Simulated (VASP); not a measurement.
Crystal: TiB4.

```
CELL_PARAMETERS angstrom
3.08219 0.00000 0.00000
-1.54110 2.66926 0.00000
0.00000 0.00000 5.28166
ATOMIC_POSITIONS crystal
Ti 0.00000 0.00000 0.00000
B 0.66667 0.33333 0.39281
B 0.66667 0.33333 0.60719
B 0.00000 0.00000 0.72037
B 0.00000 0.00000 0.27963
```

| Property | Result |
| --- | --- |
| Program | VASP 6.6.1 |
| Task | relaxation of cell and atoms |
| Functional | PBE |
| Potentials or basis | VASP PAW PBE potentials, release 64 (Ti_sv, B) |
| Cutoff | 600 eV |
| k mesh | 6 × 6 × 4 |
| Occupations | gaussian, width 0.1 eV |
| Spin | no spin polarisation |

At the start: pressure 90.3 GPa; volume 8.69 Å³/atom.

Problem. How do energy, volume and symmetry change on relaxing?

Solution. Over 24 steps the energy falls by 3138.3 meV/atom and the volume is 9.29 Å³/atom (+6.9 %); space group P-6m2 (No. 187, to 0.05 Å).

The path:
| step | energy change (eV) | largest force (eV/Å) | pressure (GPa) | volume (Å³) |
| --- | --- | --- | --- | --- |
| 1 | 0.0000 | 38.0593 | 90.31 | 43.45 |
| 2 | 23.7096 | 109.2144 | 115.04 | 72.43 |
| 3 | -8.2013 | 4.6889 | -2.12 | 58.05 |
| 4 | -9.7891 | 4.6594 | -6.87 | 56.37 |
| 5 | -14.4430 | 2.5251 | -4.70 | 50.00 |
| 6 | -14.9600 | 2.8360 | 7.78 | 46.75 |
| 7 | -14.9962 | 2.0264 | 4.21 | 47.51 |
| 8 | -14.9978 | 2.0961 | 4.62 | 47.42 |
| 9 | -15.3437 | 1.1275 | -6.22 | 49.08 |
| 10 | -15.3438 | 1.1218 | -6.33 | 49.10 |
| 11 | -15.4969 | 0.9082 | -0.75 | 47.36 |
| 12 | -15.5214 | 1.4647 | 3.20 | 46.33 |
| 13 | -15.6221 | 0.4957 | 3.57 | 45.93 |
| 14 | -15.6489 | 0.7516 | 4.73 | 45.40 |
| 15 | -15.6530 | 0.4486 | 4.34 | 45.54 |
| 16 | -15.6806 | 0.2855 | 0.62 | 46.32 |
| 17 | -15.6850 | 0.1936 | -1.49 | 46.81 |
| 18 | -15.6891 | 0.0789 | -0.69 | 46.61 |
| 19 | -15.6892 | 0.1132 | -0.59 | 46.59 |
| 20 | -15.6904 | 0.0652 | 0.15 | 46.39 |
| 21 | -15.6905 | 0.0598 | 0.45 | 46.31 |
| 22 | -15.6910 | 0.0408 | 0.17 | 46.36 |
| 23 | -15.6911 | 0.0659 | 0.00 | 46.39 |
| 24 | -15.6914 | 0.0153 | -0.19 | 46.43 |

Final structure:
```yaml
crystal:
  lattice:
    - [3.04399, 0.00000, 0.00000]
    - [-1.52200, 2.63617, 0.00000]
    - [0.00000, 0.00000, 5.78617]
  atoms:
    - { symbol: Ti, position: [0.00000, 0.00000, 0.00000] }
    - { symbol: B, position: [0.66667, 0.33333, 0.29911] }
    - { symbol: B, position: [0.66667, 0.33333, 0.70089] }
    - { symbol: B, position: [0.00000, 0.00000, 0.64134] }
    - { symbol: B, position: [0.00000, 0.00000, 0.35866] }
```

Caveat: the k points lie up to 0.40 Å⁻¹ apart in the final cell.
